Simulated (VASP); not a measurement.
# SnO2 (P6_3/mmc) in VASP: a series of runs

SnO2 is run at these levels: PBEsol; tasks: single point.

Everything below comes from runs of VASP 6.6.1. Logs are shortened: lines on timing, memory, paths and dates and some standing lists are left out, and cuts for length are marked.

## (1) The cell of the first run

The structure is hexagonal, space group P6_3/mmc (No. 194). Conventional cell: a = 3.231 Å, b = 3.231 Å, c = 10.791 Å, α = 90.00°, β = 90.00°, γ = 120.00°. Within 2.8 Å of Sn (site symmetry -3m) lie 6 O at 2.12 Å. O (site symmetry 3m) has 3 Sn at 2.12 Å and 3 O at 2.76 Å within 2.8 Å.

## (2) Single point, PBEsol

INCAR reads:

```
SYSTEM = SnO2
ALGO     = Normal         ! electronic algorithm
EDIFF    = 1E-6           ! SCF threshold, eV
ENCUT    = 520            ! plane-wave cutoff, eV
GGA      = PS             ! functional
ISIF     = 2              ! what is computed and relaxed
ISMEAR   = -1             ! smearing method
LASPH    = .True.         ! aspherical terms in the spheres
LCHARG   = .False.        ! write CHGCAR
LREAL    = .False.        ! projectors in reciprocal space
LWAVE    = .False.        ! write WAVECAR
NBANDS   = 35             ! bands
NELM     = 80             ! most SCF steps
PREC     = Accurate       ! precision mode
SIGMA    = 0.02           ! smearing width, eV
```

KPOINTS reads:

```
k-points
0
Gamma
  3 3 1
  0 0 0
```

POSCAR reads:

```
SnO2
1.0
    3.2305756200      0.0000000000      0.0000000000
   -1.6152878100      2.7977605500      0.0000000000
    0.0000000000      0.0000000000     10.7905620000
Sn O
2 4
Direct
    0.0000000000      0.0000000000      0.5000000000
    0.0000000000      0.0000000000      0.0000000000
    0.6666666700      0.3333333300      0.4058620000
    0.6666666700      0.3333333300      0.0941380000
    0.3333333300      0.6666666700      0.5941380000
    0.3333333300      0.6666666700      0.9058620000
```

Potentials or basis: VASP PAW PBE potentials, release 64 (Sn_d, O).

On the command line:

```
> cat potpaw_PBE.64/Sn_d/POTCAR potpaw_PBE.64/O/POTCAR > POTCAR
> mpirun -np 1 vasp_std > vasp.out
```

OUTCAR:

```text
SYSTEM = SnO2
   EDIFF = 1E-6
   ENCUT = 520
   GGA = PS
   ISIF = 2
   ISMEAR = -1
   LASPH = .True.
   LREAL = .False.
   NELM = 80
   PREC = Accurate

 ion  position               nearest neighbor table
   1  0.000  0.000  0.500-   3 2.12   5 2.12   5 2.12   3 2.12   3 2.12   5 2.12
   2  0.000  0.000  0.000-   4 2.12   6 2.12   6 2.12   4 2.12   4 2.12   6 2.12
   3  0.667  0.333  0.406-   1 2.12   1 2.12   1 2.12
   4  0.667  0.333  0.094-   2 2.12   2 2.12   2 2.12
   5  0.333  0.667  0.594-   1 2.12   1 2.12   1 2.12
   6  0.333  0.667  0.906-   2 2.12   2 2.12   2 2.12

  LATTYP: Found a hexagonal cell.
 ALAT       =     3.2305756200
 C/A-ratio  =     3.3401360220

  Lattice vectors:

 A1 = (   3.2305756200,   0.0000000000,   0.0000000000)
 A2 = (  -1.6152878100,   2.7977605500,   0.0000000000)
 A3 = (   0.0000000000,   0.0000000000,  10.7905620000)

Analysis of symmetry for initial positions (statically):
=====================================================================
 Subroutine PRICEL returns:
 Original cell was already a primitive cell.

 Routine SETGRP: Setting up the symmetry group for a
 hexagonal supercell.

 Subroutine GETGRP returns: Found 24 space group operations
 (whereof 12 operations were pure point group operations)
 out of a pool of 24 trial point group operations.

The static configuration has the point symmetry D_3d.
 The point group associated with its full space group is D_6h.

Analysis of symmetry for dynamics (positions and initial velocities):
=====================================================================
 Subroutine PRICEL returns:
 Original cell was already a primitive cell.

 Routine SETGRP: Setting up the symmetry group for a
 hexagonal supercell.

 Subroutine GETGRP returns: Found 24 space group operations
 (whereof 12 operations were pure point group operations)
 out of a pool of 24 trial point group operations.

The dynamic configuration has the point symmetry D_3d.
 The point group associated with its full space group is D_6h.

 Subroutine INISYM returns: Found 24 space group operations
 (whereof 12 operations are pure point group operations),
 and found     1 'primitive' translations

----------------------------------------------------------------------------------------

                                     Primitive cell

  volume of cell :      97.5292
[... 74 lines left out ...]
   NELM   =     80;   NELMIN=  2; NELMDL= -5     # of ELM steps
   EDIFF  = 0.1E-05   stopping-criterion for ELM
   LREAL  =      F    real-space projection
   EDIFFG = 0.1E-04   stopping-criterion for IOM
   NSW    =      0    number of steps for IOM
   IBRION =     -1    ionic relax: 0-MD 1-quasi-New 2-CG
   NFREE  =      0    steps in history (QN), initial steepest desc. (CG)
   ISIF   =      2    stress and relaxation
   ISYM   =      2    0-nonsym 1-usesym 2-fastsym
   POTIM  = 0.5000    time-step for ionic-motion
   TEBEG  =    0.0;   TEEND  =   0.0 temperature during run
   PSTRESS=    0.0 pullay stress
   NELECT =      52.0000    total number of electrons
   NUPDOWN=      -1.0000    fix difference up-down
   EMIN   =  10.00;   EMAX   =-10.00  energy-range for DOS
   EFERMI =   0.00;   METHOD = LEGACY
   ISMEAR =    -1;   SIGMA  =   0.02  broadening in eV -4-tet -1-fermi 0-gaus
   EFERMI_NEDOS =   21; number of points for ismear=-14 and -15
   IALGO  =     38    algorithm
   IMIX   =      4    mixing-type and parameters
     AMIX     =   0.40;   BMIX     =  1.00
     AMIX_MAG =   1.60;   BMIX_MAG =  1.00
  volume/ion in A,a.u.               =      16.25       109.69
  Fermi-wavevector in a.u.,A,eV,Ry     =   1.327490  2.508591 23.976574  1.762228
  Thomas-Fermi vector in A             =   2.456798
   LORBIT       =      0    0 simple, 1 ext, 2 COOP (PROOUT), +10 PAW based schemes
   GGA     = PS    functional components
   LHFCALC =     F    Hartree Fock is set to
   AEXX    =    0.0000 exact exchange contribution
   IVDW    =     0    specifies the selected vdW correction
   LEPSILON=     F    determine dielectric tensor
   LRPA    =     F    only Hartree local field effects (RPA)
 non-spin polarized calculation
  energy-cutoff  :      520.00
  volume of cell :       97.53
 maximum number of plane-waves:      2670
   NGX = 13   NGY = 13   NGZ = 41

 number of electron      51.9999995 magnetization

 Free energy of the ion-electron system (eV)
  ---------------------------------------------------
  ext. energy  EPLUGINS =         0.00000000
  ---------------------------------------------------
  free energy    TOTEN  =       -38.33732844 eV

  energy without entropy =      -38.33732844  energy(sigma->0) =      -38.33732844

 E-fermi :   2.4387     XC(G=0):  -9.3351

 val. band max:        1.9495828085   @ k =   0.3333   0.0000   0.0000
 cond. band min:       4.0596771804   @ k =   0.0000   0.0000   0.0000
 fundamental gap:      2.1100943719
 Fermi energy:         2.4387227430

 k-point     1 :       0.0000    0.0000    0.0000
  band No.  band energies     occupation
      1     -17.9418      2.00000
      2     -17.9411      2.00000
      3     -17.7148      2.00000
      4     -17.7148      2.00000
      5     -17.7147      2.00000
      6     -17.7147      2.00000
[... 103 lines left out ...]
     34      12.1029      0.00000
     35      13.5605      0.00000

------------------------ aborting loop because EDIFF is reached ----------------------------------------

  FORCE on cell =-STRESS in cart. coord.  units (eV):
  Direction    XX          YY          ZZ          XY          YZ          ZX
  --------------------------------------------------------------------------------------
  -------------------------------------------------------------------------------------
  Total       -2.5897632     -2.5897632     -1.2953771      0.0000000      0.0000000      0.0000000
  in kB      -42.5437852    -42.5437850    -21.2800323      0.0000000      0.0000000      0.0000000
  external PRESSURE =     -35.4558675 kB  Pullay stress =       0.0000000 kB

 VOLUME and BASIS-vectors are now :
 -----------------------------------------------------------------------------
  energy-cutoff  :      520.00
  volume of cell :       97.53
      direct lattice vectors                 reciprocal lattice vectors
     3.230575620  0.000000000  0.000000000     0.309542360  0.178714365  0.000000000
    -1.615287810  2.797760550  0.000000000     0.000000000  0.357428730  0.000000000
     0.000000000  0.000000000 10.790562000     0.000000000  0.000000000  0.092673579

 POSITION                                       TOTAL-FORCE (eV/Angst)
 -----------------------------------------------------------------------------------
      0.00000      0.00000      5.39528        -0.000000      0.000000      0.000000
      0.00000      0.00000      0.00000        -0.000000      0.000000      0.000000
      1.61529      0.93259      4.37948        -0.000000      0.000000      0.399327
      1.61529      0.93259      1.01580        -0.000000      0.000000     -0.399327
     -0.00000      1.86517      6.41108         0.000000     -0.000000     -0.399327
     -0.00000      1.86517      9.77476         0.000000     -0.000000      0.399327
 -----------------------------------------------------------------------------------
    total drift:                               -0.000000     -0.000000      0.000000

  FREE ENERGIE OF THE ION-ELECTRON SYSTEM (eV)
  ---------------------------------------------------
  free  energy   TOTEN  =       -38.3373284439 eV

  energy  without entropy=      -38.3373284439  energy(sigma->0) =      -38.33732844
```

stdout:

```text
POSCAR found type information on POSCAR SnO
 POSCAR found :  2 types and       6 ions
 scaLAPACK will be used
 -----------------------------------------------------------------------------
|                                                                             |
|                                                                             |
|     You enforced a specific xc type in the INCAR file but a different       |
|     I HOPE YOU KNOW WHAT YOU ARE DOING!                                     |
|                                                                             |
 -----------------------------------------------------------------------------

 LDA part: xc-table for (Slater+PW92), standard interpolation
 POSCAR, INCAR and KPOINTS ok, starting setup
 FFT: planning ... GRIDC
 FFT: planning ... GRID_SOFT
 FFT: planning ... GRID
 WAVECAR not read
 entering main loop
```

Run time: 13 s. Hardware: 1 thread of Intel Xeon Platinum 8259CL at 2.50GHz (Skylake/Cascade Lake), shared host; peak memory 0.2 GiB.

Results:

```
Free energy            : -38.3373 eV
Pressure               : -3.5 GPa
Largest force          : 0.399 eV/Å
Band gap on the k mesh : 2.11 eV (least direct gap 2.44 eV)
```

Forces in eV/Å, atoms in the order of the input:
```
Sn   0.000  0.000  0.000
Sn   0.000  0.000  0.000
O    0.000  0.000  0.399
O    0.000  0.000 -0.399
O    0.000  0.000 -0.399
O    0.000  0.000  0.399
```

Stress tensor (GPa, compression positive):
```
-4.25  0.00  0.00
 0.00 -4.25  0.00
 0.00  0.00 -2.13
```

Levels at points of the mesh, in eV from the valence-band top:
| k point | band 22 | band 23 | band 24 | band 25 | band 26 | band 27 | band 28 | band 29 | band 30 | band 31 |
| --- | --- | --- | --- | --- | --- | --- | --- | --- | --- | --- |
| (0.00, 0.00, 0.00) | -0.81 | -0.81 | -0.79 | -0.79 | -0.33 | 2.11 | 2.82 | 5.38 | 5.71 | 10.17 |

Caveat: the k points lie up to 0.75 Å⁻¹ apart; the PAW data sets were made with another functional, which shifts forces and pressure a little; spin-orbit coupling is left out, which moves the levels of the heavy elements. A k mesh can miss the band edges.

## (3) Single point, PBEsol

INCAR reads:

```
SYSTEM = SnO2
  PREC = Accurate
  ENCUT = 520
  EDIFF = 1E-6
  ISMEAR = -1
  SIGMA = 0.02
  LREAL = .False.
  LASPH = .True.
  NELM = 100
  ALGO = Normal
  ISIF = 2
  LWAVE = .False.
  LCHARG = .False.
  GGA = PS
  NBANDS = 35
```

KPOINTS reads:

```
Automatic mesh
0
Gamma
  6 6 1
  0 0 0
```

POSCAR is that of step 2.

Potentials or basis: VASP PAW PBE potentials, release 64 (Sn_d, O).

On the command line:

```
> cat potpaw_PBE.64/Sn_d/POTCAR potpaw_PBE.64/O/POTCAR > POTCAR
> mpirun -np 1 vasp_std > vasp.out
```

It took 21 s on 1 thread of Intel Xeon Platinum 8259CL at 2.50GHz (Skylake/Cascade Lake), shared host; peak memory 0.2 GiB.

It converged, with:

```yaml
Free_energy: -38.5081 eV
Pressure: -3.8 GPa
Largest_force: 0.342 eV/Å
Band_gap_on_the_k_mesh: 2.06 eV (least direct gap 2.45 eV)
```

Forces in eV/Å, atoms in the order of the input:
```
Sn   0.000  0.000  0.000
Sn   0.000  0.000  0.000
O    0.000  0.000  0.342
O    0.000  0.000 -0.342
O    0.000  0.000 -0.342
O    0.000  0.000  0.342
```

Stress tensor (GPa, compression positive):
```
-4.85  0.00  0.00
 0.00 -4.85  0.00
 0.00  0.00 -1.77
```

Levels at points of the mesh, in eV from the valence-band top:
```csv
k point,band 24,band 25,band 26,band 27,band 28,band 29
"(0.00, 0.00, 0.00)",-0.86,-0.86,-0.39,2.06,2.77,5.33
"(0.50, 0.00, 0.00)",-0.51,-0.44,-0.07,5.05,5.18,6.86
```

Caveat: the k points lie up to 0.58 Å⁻¹ apart; the PAW data sets were made with another functional, which shifts forces and pressure a little; spin-orbit coupling is left out, which moves the levels of the heavy elements.

## (4) Single point, PBEsol

INCAR reads:

```
SYSTEM = SnO2
ALGO = Normal
EDIFF = 1E-6
ENCUT = 520
GGA = PS
ISIF = 2
ISMEAR = -1
LASPH = .True.
LCHARG = .False.
LREAL = .False.
LWAVE = .False.
NBANDS = 35
NELM = 60
PREC = Accurate
SIGMA = 0.02
```

KPOINTS reads:

```
k-points
0
Gamma
  6 6 2
  0 0 0
```

POSCAR is that of step 3.

On the command line:

```
> cat potpaw_PBE.64/Sn_d/POTCAR potpaw_PBE.64/O/POTCAR > POTCAR
> mpirun -np 1 vasp_std > vasp.out
```

It took 44 s on 1 thread of Intel Xeon Platinum 8259CL at 2.50GHz (Skylake/Cascade Lake), shared host; peak memory 0.21 GiB.

The run converged. Its results:

| Item | Value |
| --- | --- |
| Free energy | -38.5129 eV |
| Pressure | -3.8 GPa |
| Largest force | 0.335 eV/Å |
| Band gap on the k mesh | 2.07 eV (least direct gap 2.45 eV) |

Forces on the atoms (eV/Å):
```
Sn   0.000  0.000  0.000
Sn   0.000  0.000  0.000
O    0.000  0.000  0.335
O    0.000  0.000 -0.335
O    0.000  0.000 -0.335
O    0.000  0.000  0.335
```

Stress tensor (GPa, compression positive):
```
-4.82  0.00  0.00
 0.00 -4.82  0.00
 0.00  0.00 -1.84
```

Levels at points of the mesh, in eV from the valence-band top:
| k point | band 23 | band 24 | band 25 | band 26 | band 27 | band 28 | band 29 | band 30 |
| --- | --- | --- | --- | --- | --- | --- | --- | --- |
| (0.00, 0.00, 0.00) | -0.88 | -0.86 | -0.86 | -0.39 | 2.07 | 2.77 | 5.33 | 5.67 |
| (0.50, 0.00, 0.00) | -0.54 | -0.51 | -0.44 | -0.07 | 5.05 | 5.18 | 6.86 | 7.43 |
| (0.00, 0.00, 0.50) | -0.87 | -0.87 | -0.71 | -0.71 | 2.43 | 2.43 | 5.51 | 5.51 |
| (0.50, 0.00, 0.50) | -0.53 | -0.53 | -0.24 | -0.24 | 5.12 | 5.12 | 7.13 | 7.13 |

Caveat: the cell stands under tension; the PAW data sets were made with another functional, which shifts forces and pressure a little; spin-orbit coupling is left out, which moves the levels of the heavy elements. A k mesh can miss the band edges.

## (5) Single point, PBEsol

INCAR reads:

```
ALGO = Normal
EDIFF = 1E-6
ENCUT = 520
GGA = PS
ISIF = 2
ISMEAR = -1
LASPH = T
LCHARG = F
LREAL = F
LWAVE = F
NBANDS = 35
NELM = 100
PREC = Accurate
SIGMA = 0.02
```

KPOINTS reads:

```
k-points
0
Gamma
  12 12 2
```

POSCAR is that of step 4.

On the command line:

```
> cat potpaw_PBE.64/Sn_d/POTCAR potpaw_PBE.64/O/POTCAR > POTCAR
> mpirun -np 1 vasp_std > vasp.out
```

Run time: 1.8 min. Hardware: 1 thread of Intel Xeon Platinum 8259CL at 2.50GHz (Skylake/Cascade Lake), shared host; peak memory 0.26 GiB.

It converged, with:

* Free energy: -38.5140 eV
* Pressure: -3.8 GPa
* Largest force: 0.335 eV/Å
* Band gap on the k mesh: 2.05 eV (least direct gap 2.45 eV)

Forces on the atoms (eV/Å):
```
Sn   0.000  0.000  0.000
Sn   0.000  0.000  0.000
O    0.000  0.000  0.335
O    0.000  0.000 -0.335
O    0.000  0.000 -0.335
O    0.000  0.000  0.335
```

Stress tensor (GPa, compression positive):
```
-4.82  0.00  0.00
 0.00 -4.82  0.00
 0.00  0.00 -1.84
```

Levels at points of the mesh, in eV from the valence-band top:
```tsv
k point	band 24	band 25	band 26	band 27	band 28	band 29
(0.00, 0.00, 0.00)	-0.88	-0.88	-0.41	2.05	2.75	5.31
(0.50, 0.00, 0.00)	-0.53	-0.46	-0.09	5.04	5.16	6.84
(0.00, 0.00, 0.50)	-0.89	-0.72	-0.72	2.41	2.41	5.49
(0.50, 0.00, 0.50)	-0.54	-0.26	-0.26	5.10	5.10	7.11
```

Caveat: the cell stands under tension; the PAW data sets were made with another functional, which shifts forces and pressure a little; spin-orbit coupling is left out, which moves the levels of the heavy elements.

## (6) Single point, PBEsol

INCAR reads:

```
PREC = Accurate ; ENCUT = 520
EDIFF = 1E-6 ; ISMEAR = -1
SIGMA = 0.02 ; LREAL = F
LASPH = T ; NELM = 100
ALGO = Normal ; ISIF = 2
LWAVE = F ; LCHARG = F
GGA = PS ; NBANDS = 35
```

KPOINTS reads:

```
regular mesh
0
Gamma
  12 12 4
```

POSCAR is that of step 5.

Potentials or basis: VASP PAW PBE potentials, release 64 (Sn_d, O).

On the command line:

```
> cat potpaw_PBE.64/Sn_d/POTCAR potpaw_PBE.64/O/POTCAR > POTCAR
> mpirun -np 1 vasp_std > vasp.out
```

It took 2.6 min on 1 thread of Intel Xeon Platinum 8259CL at 2.50GHz (Skylake/Cascade Lake), shared host; peak memory 0.29 GiB.

The run converged. Its results:

```yaml
Free_energy: -38.5140 eV
Pressure: -3.8 GPa
Largest_force: 0.335 eV/Å
Band_gap_on_the_k_mesh: 2.05 eV (least direct gap 2.45 eV)
```

Forces in eV/Å, atoms in the order of the input:
```
Sn   0.000  0.000  0.000
Sn   0.000  0.000  0.000
O    0.000  0.000  0.335
O    0.000  0.000 -0.335
O    0.000  0.000 -0.335
O    0.000  0.000  0.335
```

Stress tensor (GPa, compression positive):
```
-4.82  0.00  0.00
 0.00 -4.82  0.00
 0.00  0.00 -1.84
```

Levels at points of the mesh, in eV from the valence-band top:
```
           k point  band 22  band 23  band 24  band 25  band 26  band 27  band 28  band 29  band 30  band 31
(0.00, 0.00, 0.00)    -0.90    -0.90    -0.88    -0.88    -0.41     2.05     2.75     5.31     5.65    10.11
(0.50, 0.00, 0.00)    -1.18    -0.56    -0.53    -0.46    -0.09     5.04     5.16     6.84     7.41     9.82
(0.00, 0.00, 0.50)    -0.89    -0.89    -0.89    -0.72    -0.72     2.41     2.41     5.49     5.49    10.20
(0.50, 0.00, 0.50)    -1.33    -0.54    -0.54    -0.26    -0.26     5.10     5.10     7.11     7.11    10.01
```

Caveat: the cell stands under tension; the PAW data sets were made with another functional, which shifts forces and pressure a little; spin-orbit coupling is left out, which moves the levels of the heavy elements. A k mesh can miss the band edges.

## (7) Overview

```tsv
k mesh	gap on the mesh (eV)	pressure (GPa)	largest force (eV/Å)
3 × 3 × 1	2.11	-3.5	0.40
6 × 6 × 1	2.06	-3.8	0.34
6 × 6 × 2	2.07	-3.8	0.33
12 × 12 × 2	2.05	-3.8	0.33
12 × 12 × 4	2.05	-3.8	0.33
```

Alike in all rows: task single point; level PBEsol; potentials or basis VASP PAW PBE potentials, release 64 (Sn_d, O); no spin polarisation; cell as given; cutoff (eV) 520; smearing fermi-dirac 0.02 eV.

Caveats: some runs use coarse meshes; the PAW data sets were made with another functional, which shifts forces and pressure a little; spin-orbit coupling is left out, which moves the levels of the heavy elements; the cell stands under tension (at least some runs).

Total energies depend on the potentials used, so only differences within one code and one set of settings carry meaning.
